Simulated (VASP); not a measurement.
# SnBi5O2 (P6mm) in VASP: notebook

The runs below take SnBi5O2 through single point, with PBE.

All numbers are computed with VASP 6.6.1; they aren't measurements. Logs are shortened: lines on timing, memory, paths and dates and some standing lists are left out, and cuts for length are marked.

### Step 1. The cell of the first run

It takes space group P6mm (No. 183, hexagonal). Conventional cell: a = 6.489 Å, b = 6.489 Å, c = 7.603 Å, α = 90.00°, β = 90.00°, γ = 120.00°. Within 4.7 Å of Sn (site symmetry 6mm) lie 12 Bi at 3.54 to 4.04 Å and 6 O at 4.66 Å. Bi (site symmetry 3m) has 2 O at 3.34 to 4.27 Å and 6 Bi at 3.47 to 3.75 Å and 3 Sn at 4.04 Å within 4.4 Å. Within 3.1 Å of Bi (site symmetry 2mm) lie 2 O at 2.31 Å. Within 3.1 Å of O (site symmetry 3m) lie 3 Bi at 2.31 Å.

The cell was built from a structure type or drawn by symmetry, and may not be a known phase.

### Step 2. Single point, PBE

File INCAR:

```
SYSTEM = SnBi5O2
ALGO = Normal ; EDIFF = 1E-7
ENCUT = 520 ; GGA = PE
ISIF = 2 ; ISMEAR = 0
LASPH = .TRUE. ; LCHARG = .FALSE.
LREAL = .FALSE. ; LWAVE = .FALSE.
NBANDS = 60 ; NELM = 100
PREC = Accurate ; SIGMA = 0.2
```

File KPOINTS:

```
k-points
0
G
  3 3 2
  0 0 0
```

File POSCAR:

```
SnBi5O2
1.0
    6.4889869616      0.0000000000      0.0000000000
   -3.2444934808      5.6196275536      0.0000000000
    0.0000000000      0.0000000000      7.6027698691
Sn Bi O
1 5 2
Direct
    0.0000000000      0.0000000000      0.7301395226
    0.3333333333      0.6666666667      0.5328565636
    0.6666666667      0.3333333333      0.5328565636
    0.5000000000      0.0000000000      0.9165990189
    0.0000000000      0.5000000000      0.9165990189
    0.5000000000      0.5000000000      0.9165990189
    0.3333333333      0.6666666667      0.0941231818
    0.6666666667      0.3333333333      0.0941231818
```

Potentials or basis: VASP PAW PBE potentials, release 64 (Sn_d, Bi_d, O).

On the command line:

```bash
$ cat potpaw_PBE.64/Sn_d/POTCAR potpaw_PBE.64/Bi_d/POTCAR potpaw_PBE.64/O/POTCAR > POTCAR
$ mpirun -np 1 vasp_std > vasp.out
```

OUTCAR:

```text
SYSTEM = SnBi5O2
   EDIFF = 1E-7
   ENCUT = 520
   GGA = PE
   ISIF = 2
   ISMEAR = 0
   LASPH = .TRUE.
   LREAL = .FALSE.
   NELM = 100
   PREC = Accurate

 ion  position               nearest neighbor table
   1  0.000  0.000  0.730-   4 3.54   4 3.54   6 3.54   5 3.54   5 3.54   6 3.54
   2  0.333  0.667  0.533-   5 3.47   4 3.47   6 3.47   3 3.75   3 3.75   3 3.75
   3  0.667  0.333  0.533-   5 3.47   4 3.47   6 3.47   2 3.75   2 3.75   2 3.75
   4  0.500  0.000  0.917-   7 2.31   8 2.31   5 3.24   6 3.24   6 3.24   5 3.24   2 3.47   3 3.47
                             1 3.54   1 3.54
   5  0.000  0.500  0.917-   7 2.31   8 2.31   6 3.24   6 3.24   4 3.24   4 3.24   2 3.47   3 3.47
                             1 3.54   1 3.54
   6  0.500  0.500  0.917-   7 2.31   8 2.31   5 3.24   5 3.24   4 3.24   4 3.24   2 3.47   3 3.47
                             1 3.54   1 3.54
   7  0.333  0.667  0.094-   5 2.31   4 2.31   6 2.31
   8  0.667  0.333  0.094-   5 2.31   4 2.31   6 2.31

  LATTYP: Found a hexagonal cell.
 ALAT       =     6.4889869616
 C/A-ratio  =     1.1716420320

  Lattice vectors:

 A1 = (   6.4889869616,   0.0000000000,   0.0000000000)
 A2 = (  -3.2444934808,   5.6196275536,   0.0000000000)
 A3 = (   0.0000000000,   0.0000000000,   7.6027698691)

Analysis of symmetry for initial positions (statically):
=====================================================================
 Subroutine PRICEL returns:
 Original cell was already a primitive cell.

 Routine SETGRP: Setting up the symmetry group for a
 hexagonal supercell.

 Subroutine GETGRP returns: Found 12 space group operations
 (whereof 12 operations were pure point group operations)
 out of a pool of 24 trial point group operations.

The static configuration has the point symmetry C_6v.

Analysis of symmetry for dynamics (positions and initial velocities):
=====================================================================
 Subroutine PRICEL returns:
 Original cell was already a primitive cell.

 Routine SETGRP: Setting up the symmetry group for a
 hexagonal supercell.

 Subroutine GETGRP returns: Found 12 space group operations
 (whereof 12 operations were pure point group operations)
 out of a pool of 24 trial point group operations.

The dynamic configuration has the point symmetry C_6v.

 Subroutine INISYM returns: Found 12 space group operations
 (whereof 12 operations are pure point group operations),
 and found     1 'primitive' translations

----------------------------------------------------------------------------------------

                                     Primitive cell

  volume of cell :     277.2402

  direct lattice vectors                    reciprocal lattice vectors
     6.488986962  0.000000000  0.000000000     0.154107260  0.088973868  0.000000000
    -3.244493481  5.619627554  0.000000000     0.000000000  0.177947736  0.000000000
     0.000000000  0.000000000  7.602769869     0.000000000  0.000000000  0.131531010

  length of vectors
     6.488986962  6.488986962  7.602769869     0.177947736  0.177947736  0.131531010

  position of ions in fractional coordinates (direct lattice)
     0.000000000  0.000000000  0.730139523
     0.333333333  0.666666667  0.532856564
     0.666666667  0.333333333  0.532856564
     0.500000000  0.000000000  0.916599019
     0.000000000  0.500000000  0.916599019
     0.500000000  0.500000000  0.916599019
     0.333333333  0.666666667  0.094123182
     0.666666667  0.333333333  0.094123182

  ion indices of the primitive-cell ions
   primitive index   ion index
                 1           1
                 2           2
                 3           3
                 4           4
                 5           5
                 6           6
                 7           7
                 8           8

----------------------------------------------------------------------------------------

 KPOINTS: k-points

Automatic generation of k-mesh.
 Grid dimensions read from file:
 generate k-points for:    3    3    2

 Generating k-lattice:

  Cartesian coordinates                     Fractional coordinates (reciprocal lattice)
     0.051369087  0.029657956  0.000000000     0.333333333  0.000000000  0.000000000
     0.000000000  0.059315912  0.000000000     0.000000000  0.333333333  0.000000000
     0.000000000  0.000000000  0.065765505     0.000000000  0.000000000  0.500000000

  Length of vectors
     0.059315912  0.059315912  0.065765505

  Shift w.r.t. Gamma in fractional coordinates (k-lattice)
     0.000000000  0.000000000  0.000000000

 Subroutine IBZKPT returns following result:
 ===========================================

 Found      6 irreducible k-points:

 Following reciprocal coordinates:
            Coordinates               Weight
  0.000000  0.000000  0.000000      1.000000
  0.333333  0.000000  0.000000      6.000000
  0.333333  0.333333  0.000000      2.000000
  0.000000  0.000000  0.500000      1.000000
  0.333333  0.000000  0.500000      6.000000
  0.333333  0.333333  0.500000      2.000000
   k-points           NKPTS =      6   k-points in BZ     NKDIM =      6   number of bands    NBANDS=     60
   number of dos      NEDOS =    301   number of ions     NIONS =      8
   total plane-waves  NPLWV = 138240
   dimension x,y,z NGX =    48 NGY =   48 NGZ =   60
   dimension x,y,z NGXF=    96 NGYF=   96 NGZF=  120
   ions per type =               1   5   2
   NGX,Y,Z   is equivalent  to a cutoff of  12.30, 12.30, 13.12 a.u.
   NGXF,Y,Z  is equivalent  to a cutoff of  24.59, 24.59, 26.24 a.u.
 SYSTEM =  SnBi5O2
   PREC   = accura    normal or accurate (medium, high low for compatibility)
   ISTART =      0    job   : 0-new  1-cont  2-samecut
   ICHARG =      2    charge: 1-file 2-atom 10-const
   ISPIN  =      1    spin polarized calculation?
   LNONCOLLINEAR =      F non collinear calculations
   LSORBIT =      F    spin-orbit coupling
   LASPH  =      T    aspherical Exc in radial PAW
   ENCUT  =  520.0 eV  38.22 Ry    6.18 a.u.  12.07 12.07 14.14*2*pi/ulx,y,z
   NELM   =    100;   NELMIN=  2; NELMDL= -5     # of ELM steps
   EDIFF  = 0.1E-06   stopping-criterion for ELM
   LREAL  =      F    real-space projection
   EDIFFG = 0.1E-05   stopping-criterion for IOM
   NSW    =      0    number of steps for IOM
   IBRION =     -1    ionic relax: 0-MD 1-quasi-New 2-CG
   NFREE  =      0    steps in history (QN), initial steepest desc. (CG)
   ISIF   =      2    stress and relaxation
   ISYM   =      2    0-nonsym 1-usesym 2-fastsym
   POTIM  = 0.5000    time-step for ionic-motion
   TEBEG  =    0.0;   TEEND  =   0.0 temperature during run
   PSTRESS=    0.0 pullay stress
   NELECT =     101.0000    total number of electrons
   NUPDOWN=      -1.0000    fix difference up-down
   EMIN   =  10.00;   EMAX   =-10.00  energy-range for DOS
   EFERMI =   0.00;   METHOD = LEGACY
   ISMEAR =     0;   SIGMA  =   0.20  broadening in eV -4-tet -1-fermi 0-gaus
   EFERMI_NEDOS =   21; number of points for ismear=-14 and -15
   IALGO  =     38    algorithm
   IMIX   =      4    mixing-type and parameters
     AMIX     =   0.40;   BMIX     =  1.00
     AMIX_MAG =   1.60;   BMIX_MAG =  1.00
  volume/ion in A,a.u.               =      34.66       233.86
  Fermi-wavevector in a.u.,A,eV,Ry     =   1.169221  2.209507 18.600215  1.367077
  Thomas-Fermi vector in A             =   2.305697
   LORBIT       =      0    0 simple, 1 ext, 2 COOP (PROOUT), +10 PAW based schemes
   GGA     = PE    functional components
   LHFCALC =     F    Hartree Fock is set to
   AEXX    =    0.0000 exact exchange contribution
   IVDW    =     0    specifies the selected vdW correction
   LEPSILON=     F    determine dielectric tensor
   LRPA    =     F    only Hartree local field effects (RPA)
 non-spin polarized calculation
 Gauss-broadening in eV      SIGMA  =   0.20
  energy-cutoff  :      520.00
  volume of cell :      277.24
 maximum number of plane-waves:      7488
   NGX = 25   NGY = 25   NGZ = 29

 number of electron     101.0000020 magnetization

 Free energy of the ion-electron system (eV)
  ---------------------------------------------------
  ext. energy  EPLUGINS =         0.00000000
  ---------------------------------------------------
  free energy    TOTEN  =       -33.37061316 eV

  energy without entropy =      -33.24935203  energy(sigma->0) =      -33.30998259

 E-fermi :   4.1955     XC(G=0):  -8.3059

 val. band max:        4.1273504471   @ k =   0.3333   0.0000   0.5000
 cond. band min:       4.2296356029   @ k =   0.3333   0.3333   0.0000
 fundamental gap:      0.1022851558
 Fermi energy:         4.1955051337

 k-point     1 :       0.0000    0.0000    0.0000
  band No.  band energies     occupation
      1     -19.3312      2.00000
      2     -19.2492      2.00000
      3     -19.2015      2.00000
      4     -19.2015      2.00000
      5     -19.0607      2.00000
      6     -19.0445      2.00000
[... 52 lines left out ...]
     59       7.2206      0.00000
     60       7.3907      0.00000

 k-point     2 :       0.3333    0.0000    0.0000
  band No.  band energies     occupation
      1     -19.2722      2.00000
      2     -19.2140      2.00000
      3     -19.1757      2.00000
      4     -19.1224      2.00000
      5     -19.0541      2.00000
      6     -19.0376      2.00000
[... 52 lines left out ...]
     59       7.1580      0.00000
     60       7.1651      0.00000

 k-point     3 :       0.3333    0.3333    0.0000
  band No.  band energies     occupation
      1     -19.2032      2.00000
      2     -19.2032      2.00000
      3     -19.1553      2.00000
      4     -19.0869      2.00000
      5     -19.0869      2.00000
      6     -19.0370      2.00000
[... 52 lines left out ...]
     59       6.6528      0.00000
     60       7.3208      0.00000

 k-point     4 :       0.0000    0.0000    0.5000
  band No.  band energies     occupation
      1     -19.3310      2.00000
      2     -19.2501      2.00000
      3     -19.2015      2.00000
      4     -19.2015      2.00000
      5     -19.0604      2.00000
      6     -19.0444      2.00000
[... 52 lines left out ...]
     59       7.1829      0.00000
     60       7.3935      0.00000

 k-point     5 :       0.3333    0.0000    0.5000
  band No.  band energies     occupation
      1     -19.2720      2.00000
      2     -19.2147      2.00000
      3     -19.1758      2.00000
      4     -19.1224      2.00000
      5     -19.0541      2.00000
      6     -19.0375      2.00000
[... 52 lines left out ...]
     59       7.1688      0.00000
     60       7.4476      0.00000

 k-point     6 :       0.3333    0.3333    0.5000
  band No.  band energies     occupation
      1     -19.2034      2.00000
      2     -19.2034      2.00000
      3     -19.1554      2.00000
      4     -19.0871      2.00000
      5     -19.0871      2.00000
      6     -19.0370      2.00000
[... 52 lines left out ...]
     59       6.8322      0.00000
     60       7.4001      0.00000

------------------------ aborting loop because EDIFF is reached ----------------------------------------

  FORCE on cell =-STRESS in cart. coord.  units (eV):
  Direction    XX          YY          ZZ          XY          YZ          ZX
  --------------------------------------------------------------------------------------
  -------------------------------------------------------------------------------------
  Total        1.2572166      1.2572166      0.0264551      0.0000000     -0.0000000      0.0000000
  in kB        7.2654814      7.2654814      0.1528845      0.0000000     -0.0000000      0.0000000
  external PRESSURE =       4.8946157 kB  Pullay stress =       0.0000000 kB

 VOLUME and BASIS-vectors are now :
 -----------------------------------------------------------------------------
  energy-cutoff  :      520.00
  volume of cell :      277.24
      direct lattice vectors                 reciprocal lattice vectors
     6.488986962  0.000000000  0.000000000     0.154107260  0.088973868  0.000000000
    -3.244493481  5.619627554  0.000000000     0.000000000  0.177947736  0.000000000
     0.000000000  0.000000000  7.602769869     0.000000000  0.000000000  0.131531010

 POSITION                                       TOTAL-FORCE (eV/Angst)
 -----------------------------------------------------------------------------------
      0.00000      0.00000      5.55108         0.000000      0.000000      0.050521
     -0.00000      3.74642      4.05119         0.000000      0.000000     -0.040735
      3.24449      1.87321      4.05119        -0.000000      0.000000     -0.040735
      3.24449      0.00000      6.96869        -0.000000     -0.000000     -0.042616
     -1.62225      2.80981      6.96869        -0.000000      0.000000     -0.042616
      1.62225      2.80981      6.96869         0.000000      0.000000     -0.042616
     -0.00000      3.74642      0.71560         0.000000      0.000000      0.079400
      3.24449      1.87321      0.71560         0.000000     -0.000000      0.079400
 -----------------------------------------------------------------------------------
    total drift:                                0.000000      0.000000      0.001053

  FREE ENERGIE OF THE ION-ELECTRON SYSTEM (eV)
  ---------------------------------------------------
  free  energy   TOTEN  =       -33.3706131631 eV

  energy  without entropy=      -33.2493520256  energy(sigma->0) =      -33.30998259
```

It took 1.9 min on 1 thread of Intel Xeon 6975P-C (Granite Rapids), shared host; peak memory 0.37 GiB.

What came out:

| Property | Result |
| --- | --- |
| Free energy | -33.3706 eV |
| Pressure | 0.5 GPa |
| Largest force | 0.079 eV/Å |
| Band gap on the k mesh | zero (an odd number of electrons rules out a gap without spin polarisation) |

Forces in eV/Å, atoms in the order of the input:
```
Sn   0.000  0.000  0.051
Bi   0.000  0.000 -0.041
Bi   0.000  0.000 -0.041
Bi   0.000  0.000 -0.043
Bi   0.000  0.000 -0.043
Bi   0.000  0.000 -0.043
O    0.000  0.000  0.079
O    0.000  0.000  0.079
```

Stress tensor (GPa, compression positive):
```
0.73 0.00 0.00
0.00 0.73 0.00
0.00 0.00 0.02
```

Caveat: the k points lie up to 0.41 Å⁻¹ apart, too coarse for converged energies and pressures of a metal; spin-orbit coupling is left out, which moves the levels of the heavy elements; an odd number of electrons without spin polarisation forces a metal; a magnetic or distorted state may lie lower.

### Step 3. Single point, PBE

This run uses another cell than the first one, of 31.15 Å³/atom.

File INCAR:

```
PREC = Accurate
ENCUT = 520
EDIFF = 1E-6
ISMEAR = 0
SIGMA = 0.1
LREAL = False
LASPH = True
NELM = 80
ALGO = Normal
ISIF = 2
LWAVE = False
LCHARG = False
GGA = PE
NBANDS = 60
```

File KPOINTS:

```
regular mesh
0
Gamma
  6 6 6
```

File POSCAR:

```
SnBi5O2
1.0
    6.4004439289      0.0000000000      0.0000000000
   -3.2002219645      5.5429470379      0.0000000000
    0.0000000000      0.0000000000      7.0232654554
Sn Bi O
1 5 2
Direct
    0.0000000000      0.0000000000      0.7038770055
    0.3333333333      0.6666666667      0.4780705356
    0.6666666667      0.3333333333      0.4780705356
    0.5000000000      0.0000000000      0.9170113706
    0.0000000000      0.5000000000      0.9170113706
    0.5000000000      0.5000000000      0.9170113706
    0.3333333333      0.6666666667      0.1614219408
    0.6666666667      0.3333333333      0.1614219408
```

Potentials or basis: VASP PAW PBE potentials, release 64 (Sn_d, Bi_d, O).

On the command line:

```bash
$ cat potpaw_PBE.64/Sn_d/POTCAR potpaw_PBE.64/Bi_d/POTCAR potpaw_PBE.64/O/POTCAR > POTCAR
$ mpirun -np 1 vasp_std > vasp.out
```

It took 4.6 min on 1 thread of Intel Xeon 6975P-C (Granite Rapids), shared host; peak memory 0.54 GiB.

Results (log left out):

```
Free energy            : -33.9579 eV
Pressure               : 0.0 GPa
Largest force          : 0.033 eV/Å
Band gap on the k mesh : zero (an odd number of electrons rules out a gap without spin polarisation)
```

Forces on the atoms (eV/Å):
```
Sn   0.000  0.000 -0.002
Bi   0.000  0.000  0.033
Bi   0.000  0.000  0.033
Bi   0.000  0.000 -0.004
Bi   0.000  0.000 -0.004
Bi   0.000  0.000 -0.004
O    0.000  0.000 -0.027
O    0.000  0.000 -0.027
```

Levels at points of the mesh, in eV from the Fermi level:
| k point | band 46 | band 47 | band 48 | band 49 | band 50 | band 51 | band 52 | band 53 | band 54 | band 55 |
| --- | --- | --- | --- | --- | --- | --- | --- | --- | --- | --- |
| (0.00, 0.00, 0.00) | -2.39 | -2.02 | -2.02 | -1.99 | -1.04 | 0.16 | 0.16 | 0.40 | 2.43 | 2.51 |
| (0.50, 0.00, 0.00) | -2.09 | -1.50 | -1.25 | -1.11 | 0.07 | 0.15 | 0.36 | 0.52 | 1.37 | 1.63 |
| (0.00, 0.00, 0.50) | -2.71 | -2.71 | -1.03 | -1.03 | -0.24 | 0.47 | 0.47 | 0.54 | 2.01 | 2.09 |
| (0.50, 0.00, 0.50) | -1.98 | -1.69 | -0.92 | -0.43 | -0.12 | 0.01 | 0.14 | 1.54 | 1.69 | 1.86 |

Caveat: spin-orbit coupling is left out, which moves the levels of the heavy elements; an odd number of electrons without spin polarisation forces a metal; a magnetic or distorted state may lie lower.
